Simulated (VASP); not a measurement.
# MoS2 (C2/m) in VASP: a series of runs

MoS2 is run at these levels: PBE+D3(BJ); tasks: single point.

Program: VASP 6.6.1. These are calculated values, not measurements. Logs are shortened: lines on timing, memory, paths and dates and some standing lists are left out, and cuts for length are marked.

## (1) The cell of the first run

Symmetry: C2/m, No. 12, monoclinic system. Conventional cell: a = 5.429 Å, b = 3.134 Å, c = 17.888 Å, α = 90.00°, β = 92.90°, γ = 90.00°. Mo (site symmetry m) has 6 S at 2.42 Å and 6 Mo at 3.13 Å within 3.2 Å. Within 3.2 Å of Mo (site symmetry 2/m) lie 6 S at 2.42 Å and 6 Mo at 3.13 Å. S (site symmetry m) has 3 Mo at 2.42 Å and 9 S at 3.13 to 3.29 Å within 3.3 Å. Within 3.2 Å of S (site symmetry m) lie 3 Mo at 2.42 Å and 8 S at 3.13 to 3.17 Å. Within 3.3 Å of S (site symmetry m) lie 3 Mo at 2.42 Å and 9 S at 3.13 to 3.29 Å.

## (2) Single point, PBE+D3(BJ)

INCAR reads:

```
PREC = Accurate ; ENCUT = 520
EDIFF = 1E-6 ; ISMEAR = 0
SIGMA = 0.15 ; LREAL = F
LASPH = T ; NELM = 80
ALGO = Fast ; ISIF = 2
LWAVE = F ; LCHARG = F
GGA = PE ; IVDW = 12
NBANDS = 49
```

KPOINTS reads:

```
regular mesh
0
Gamma
  14 14 3
```

POSCAR reads:

```
MoS2
1.0
   -1.5671157456     -2.7143240927      0.0000000000
    1.5671157456     -2.7143240927      0.0000000000
    0.0000000000     -4.5238734879     17.8649660373
Mo S
3 6
Direct
    0.3055416667      0.3055416667      0.8333500000
    0.1944305556      0.1944305556      0.1666833333
    0.2499861111      0.2499861111      0.5000166667
    0.5085662934      0.5085662934      0.5897204479
   -0.4358781510     -0.4358781510      0.9230537812
    0.4530107379      0.4530107379      0.2563871146
    0.9358503732      0.9358503732      0.0769795521
   -0.0085940712     -0.0085940712      0.4103128854
    0.0469614844      0.0469614844      0.7436462188
```

Potentials or basis: VASP PAW PBE potentials, release 64 (Mo_sv, S).

Started as:

```console
cat potpaw_PBE.64/Mo_sv/POTCAR potpaw_PBE.64/S/POTCAR > POTCAR
mpirun -np 1 vasp_std > vasp.out
```

OUTCAR:

```text
PREC = Accurate
   ENCUT = 520
   EDIFF = 1E-6
   ISMEAR = 0
   LREAL = F
   LASPH = T
   NELM = 80
   ISIF = 2
   GGA = PE
   IVDW = 12
 IVDW          = 12

 ion  position               nearest neighbor table
   1  0.306  0.306  0.833-   5 2.42   9 2.42   5 2.42   5 2.42   9 2.42   9 2.42
   2  0.194  0.194  0.167-   7 2.42   7 2.42   7 2.42   6 2.42   6 2.42   6 2.42
   3  0.250  0.250  0.500-   4 2.42   4 2.42   4 2.42   8 2.42   8 2.42   8 2.42
   4  0.509  0.509  0.590-   3 2.42   3 2.42   3 2.42
   5  0.564  0.564  0.923-   1 2.42   1 2.42   1 2.42
   6  0.453  0.453  0.256-   2 2.42   2 2.42   2 2.42
   7  0.936  0.936  0.077-   2 2.42   2 2.42   2 2.42
   8  0.991  0.991  0.410-   3 2.42   3 2.42   3 2.42
   9  0.047  0.047  0.744-   1 2.42   1 2.42   1 2.42

  LATTYP: Found a base centered monoclinic cell.
 ALAT       =     5.4286481854
 B/A-ratio  =     0.5773502692
 C/A-ratio  =     3.2950859955
 COS(beta)  =    -0.0505803693

  Lattice vectors:

 A1 = (  -1.5671157456,  -2.7143240927,   0.0000000000)
 A2 = (   1.5671157456,  -2.7143240927,   0.0000000000)
 A3 = (   0.0000000000,   0.9047746975,  17.8649660373)

Analysis of symmetry for initial positions (statically):
=====================================================================
 Subroutine PRICEL returns:
 Original cell was already a primitive cell.

 Routine SETGRP: Setting up the symmetry group for a
 base centered monoclinic supercell.

 Subroutine GETGRP returns: Found  4 space group operations
 (whereof  2 operations were pure point group operations)
 out of a pool of  4 trial point group operations.

The static configuration has the point symmetry C_1h.
 The point group associated with its full space group is C_2h.

Analysis of symmetry for dynamics (positions and initial velocities):
=====================================================================
 Subroutine PRICEL returns:
 Original cell was already a primitive cell.

 Routine SETGRP: Setting up the symmetry group for a
 base centered monoclinic supercell.

 Subroutine GETGRP returns: Found  4 space group operations
 (whereof  2 operations were pure point group operations)
 out of a pool of  4 trial point group operations.

The dynamic configuration has the point symmetry C_1h.
 The point group associated with its full space group is C_2h.

 Subroutine INISYM returns: Found  4 space group operations
 (whereof  2 operations are pure point group operations),
 and found     1 'primitive' translations

----------------------------------------------------------------------------------------

                                     Primitive cell

  volume of cell :     151.9830

  direct lattice vectors                    reciprocal lattice vectors
    -1.567115746 -2.714324093  0.000000000    -0.319057480 -0.184207922 -0.046646231
     1.567115746 -2.714324093  0.000000000     0.319057480 -0.184207922 -0.046646231
     0.000000000 -4.523873488 17.864966037     0.000000000  0.000000000  0.055975477

  length of vectors
     3.134231491  3.134231491 18.428848115     0.371357112  0.371357112  0.055975477

  position of ions in fractional coordinates (direct lattice)
     0.305541667  0.305541667  0.833350000
     0.194430556  0.194430556  0.166683333
     0.249986111  0.249986111  0.500016667
     0.508566293  0.508566293  0.589720448
     0.564121849  0.564121849  0.923053781
     0.453010738  0.453010738  0.256387115
     0.935850373  0.935850373  0.076979552
     0.991405929  0.991405929  0.410312885
     0.046961484  0.046961484  0.743646219

  ion indices of the primitive-cell ions
   primitive index   ion index
                 1           1
                 2           2
                 3           3
                 4           4
                 5           5
                 6           6
                 7           7
                 8           8
                 9           9

----------------------------------------------------------------------------------------

 KPOINTS: regular mesh

Automatic generation of k-mesh.
 Grid dimensions read from file:
 generate k-points for:   14   14    3

 Generating k-lattice:

  Cartesian coordinates                     Fractional coordinates (reciprocal lattice)
    -0.022789820 -0.013157709 -0.003331874     0.071428571  0.000000000  0.000000000
     0.022789820 -0.013157709 -0.003331874     0.000000000  0.071428571  0.000000000
     0.000000000  0.000000000  0.018658492     0.000000000  0.000000000  0.333333333

  Length of vectors
     0.026525508  0.026525508  0.018658492

  Shift w.r.t. Gamma in fractional coordinates (k-lattice)
     0.000000000  0.000000000  0.000000000

 Subroutine IBZKPT returns following result:
 ===========================================

 Found    162 irreducible k-points:

 Following reciprocal coordinates:
            Coordinates               Weight
  0.000000  0.000000  0.000000      1.000000
  0.071429 -0.000000  0.000000      4.000000
  0.142857  0.000000  0.000000      4.000000
  0.214286  0.000000  0.000000      4.000000
  0.285714  0.000000  0.000000      4.000000
  0.357143  0.000000  0.000000      4.000000
[... 16 lines left out ...]
  0.214286  0.142857  0.000000      4.000000
  0.285714  0.142857  0.000000      4.000000
 [... further k-points ...]
   k-points           NKPTS =    162   k-points in BZ     NKDIM =    162   number of bands    NBANDS=     49
   number of dos      NEDOS =    301   number of ions     NIONS =      9
   total plane-waves  NPLWV =  80640
   dimension x,y,z NGX =    24 NGY =   24 NGZ =  140
   dimension x,y,z NGXF=    48 NGYF=   48 NGZF=  280
   ions per type =               3   6
   NGX,Y,Z   is equivalent  to a cutoff of  12.73, 12.73, 12.63 a.u.
   NGXF,Y,Z  is equivalent  to a cutoff of  25.46, 25.46, 25.26 a.u.
 SYSTEM =  unknown system
   PREC   = accura    normal or accurate (medium, high low for compatibility)
   ISTART =      0    job   : 0-new  1-cont  2-samecut
   ICHARG =      2    charge: 1-file 2-atom 10-const
   ISPIN  =      1    spin polarized calculation?
   LNONCOLLINEAR =      F non collinear calculations
   LSORBIT =      F    spin-orbit coupling
   LASPH  =      T    aspherical Exc in radial PAW
   ENCUT  =  520.0 eV  38.22 Ry    6.18 a.u.   5.83  5.83 34.27*2*pi/ulx,y,z
   NELM   =     80;   NELMIN=  2; NELMDL= -5     # of ELM steps
   EDIFF  = 0.1E-05   stopping-criterion for ELM
   LREAL  =      F    real-space projection
   EDIFFG = 0.1E-04   stopping-criterion for IOM
   NSW    =      0    number of steps for IOM
   IBRION =     -1    ionic relax: 0-MD 1-quasi-New 2-CG
   NFREE  =      0    steps in history (QN), initial steepest desc. (CG)
   ISIF   =      2    stress and relaxation
   ISYM   =      2    0-nonsym 1-usesym 2-fastsym
   POTIM  = 0.5000    time-step for ionic-motion
   TEBEG  =    0.0;   TEEND  =   0.0 temperature during run
   PSTRESS=    0.0 pullay stress
   NELECT =      78.0000    total number of electrons
   NUPDOWN=      -1.0000    fix difference up-down
   EMIN   =  10.00;   EMAX   =-10.00  energy-range for DOS
   EFERMI =   0.00;   METHOD = LEGACY
   ISMEAR =     0;   SIGMA  =   0.15  broadening in eV -4-tet -1-fermi 0-gaus
   EFERMI_NEDOS =   21; number of points for ismear=-14 and -15
   IALGO  =     68    algorithm
   IMIX   =      4    mixing-type and parameters
     AMIX     =   0.40;   BMIX     =  1.00
     AMIX_MAG =   1.60;   BMIX_MAG =  1.00
  volume/ion in A,a.u.               =      16.89       113.96
  Fermi-wavevector in a.u.,A,eV,Ry     =   1.310714  2.476891 23.374428  1.717972
  Thomas-Fermi vector in A             =   2.441226
   LORBIT       =      0    0 simple, 1 ext, 2 COOP (PROOUT), +10 PAW based schemes
   GGA     = PE    functional components
   LHFCALC =     F    Hartree Fock is set to
   AEXX    =    0.0000 exact exchange contribution
   IVDW    =    12    specifies the selected vdW correction
   LEPSILON=     F    determine dielectric tensor
   LRPA    =     F    only Hartree local field effects (RPA)
 non-spin polarized calculation
 RMM-DIIS sequential band-by-band and
 Gauss-broadening in eV      SIGMA  =   0.15
  energy-cutoff  :      520.00
  volume of cell :      151.98
 maximum number of plane-waves:      4119
   NGX = 11   NGY = 11   NGZ = 69

 number of electron      78.0000000 magnetization

 Free energy of the ion-electron system (eV)
  ---------------------------------------------------
  ext. energy  EPLUGINS =         0.00000000
  ---------------------------------------------------
  free energy    TOTEN  =       -62.81859245 eV

  energy without entropy =      -62.78909995  energy(sigma->0) =      -62.80384620

 E-fermi :   8.4030     XC(G=0): -11.2168

 val. band max:        8.3969780346   @ k =   0.4286   0.2143   0.3333
 cond. band min:       8.4075163601   @ k =  -0.3571   0.3571   0.0000
 fundamental gap:      0.0105383255
 Fermi energy:         8.4029704335

 k-point     1 :       0.0000    0.0000    0.0000
  band No.  band energies     occupation
      1     -53.2979      2.00000
      2     -53.2979      2.00000
      3     -53.2810      2.00000
      4     -27.3951      2.00000
      5     -27.3950      2.00000
      6     -27.3760      2.00000
[... 41 lines left out ...]
     48      11.6742      0.00000
     49      11.7574      0.00000

 k-point     2 :       0.0714   -0.0000    0.0000
  band No.  band energies     occupation
      1     -53.2957      2.00000
      2     -53.2957      2.00000
      3     -53.2787      2.00000
      4     -27.3909      2.00000
      5     -27.3908      2.00000
      6     -27.3717      2.00000
[... 41 lines left out ...]
     48      11.5131      0.00000
     49      11.6397      0.00000

 k-point     3 :       0.1429    0.0000    0.0000
  band No.  band energies     occupation
      1     -53.2894      2.00000
      2     -53.2894      2.00000
      3     -53.2724      2.00000
      4     -27.3790      2.00000
      5     -27.3789      2.00000
      6     -27.3598      2.00000
[... 1081 lines left out ...]
     48      11.1834      0.00000
     49      11.5739      0.00000

 k-point    24 :       0.2857    0.1429    0.0000
  band No.  band energies     occupation
      1     -53.2755      2.00000
      2     -53.2755      2.00000
      3     -53.2585      2.00000
      4     -27.4395      2.00000
      5     -27.4395      2.00000
      6     -27.4232      2.00000
[... 41 lines left out ...]
     48      11.2467      0.00000
     49      11.5433      0.00000

 [... further k-points ...]

------------------------ aborting loop because EDIFF is reached ----------------------------------------

 Edisp (eV)   -4.04833

 E8    (eV) :    -1.6342

  FORCE on cell =-STRESS in cart. coord.  units (eV):
  Direction    XX          YY          ZZ          XY          YZ          ZX
  --------------------------------------------------------------------------------------
  -------------------------------------------------------------------------------------
  Total       0.30372     0.03725    -0.04660     0.00000    -0.15635     0.00000
  in kB       3.20177     0.39265    -0.49124     0.00000    -1.64820     0.00000
  external pressure =        1.03 kB  Pullay stress =        0.00 kB

 VOLUME and BASIS-vectors are now :
 -----------------------------------------------------------------------------
  energy-cutoff  :      520.00
  volume of cell :      151.98
      direct lattice vectors                 reciprocal lattice vectors
    -1.567115746 -2.714324093  0.000000000    -0.319057480 -0.184207922 -0.046646231
     1.567115746 -2.714324093  0.000000000     0.319057480 -0.184207922 -0.046646231
     0.000000000 -4.523873488 17.864966037     0.000000000  0.000000000  0.055975477

 POSITION                                       TOTAL-FORCE (eV/Angst)
 -----------------------------------------------------------------------------------
      0.00000     -5.42865     14.88777         0.000000      0.036632      0.070357
      0.00000     -1.80955      2.97779         0.000000     -0.036632     -0.070357
      0.00000     -3.61910      8.93278         0.000000     -0.000000      0.000000
      0.00000     -5.42865     10.53534         0.000000     -0.000114     -0.017713
      0.00000     -7.23820     16.49032         0.000000     -0.006346     -0.152774
      0.00000     -3.61910      4.58035         0.000000      0.004054     -0.003927
      0.00000     -5.42865      1.37524         0.000000      0.006346      0.152774
      0.00000     -7.23820      7.33023         0.000000      0.000114      0.017713
      0.00000     -3.61910     13.28521         0.000000     -0.004054      0.003927
 -----------------------------------------------------------------------------------
    total drift:                               -0.000000     -0.000000     -0.000002

  FREE ENERGIE OF THE ION-ELECTRON SYSTEM (eV)
  ---------------------------------------------------
  free  energy   TOTEN  =       -66.8669235580 eV

  energy  without entropy=      -66.8374310590  energy(sigma->0) =      -66.85217731
```

It took 22 min on 1 thread of Oxide Virtual Turin-like, shared host; peak memory 0.87 GiB.

Results:

```
Free energy                : -66.8669 eV
Pressure                   : 0.1 GPa
Largest force              : 0.153 eV/Å
Band gap on the k mesh     : zero (bands 39 and 40 overlap by 0.59 eV)
Dispersion energy per atom : -0.450 eV
```

Forces on the atoms (eV/Å):
```
Mo   0.000  0.037  0.070
Mo   0.000 -0.037 -0.070
Mo   0.000  0.000  0.000
S    0.000  0.000 -0.018
S    0.000 -0.006 -0.153
S    0.000  0.004 -0.004
S    0.000  0.006  0.153
S    0.000  0.000  0.018
S    0.000 -0.004  0.004
```

Levels at points of the mesh, in eV from the Fermi level:
| k point | band 37 | band 38 | band 39 | band 40 | band 41 | band 42 |
| --- | --- | --- | --- | --- | --- | --- |
| (0.00, 0.00, 0.00) | -0.78 | -0.26 | -0.23 | -0.17 | -0.14 | -0.09 |
| (0.50, 0.00, 0.00) | -1.63 | -1.48 | -1.34 | 1.36 | 1.36 | 1.37 |
| (0.50, 0.50, 0.00) | -1.71 | -1.39 | -1.39 | 1.36 | 1.36 | 1.37 |

[end of part 1 of 2]
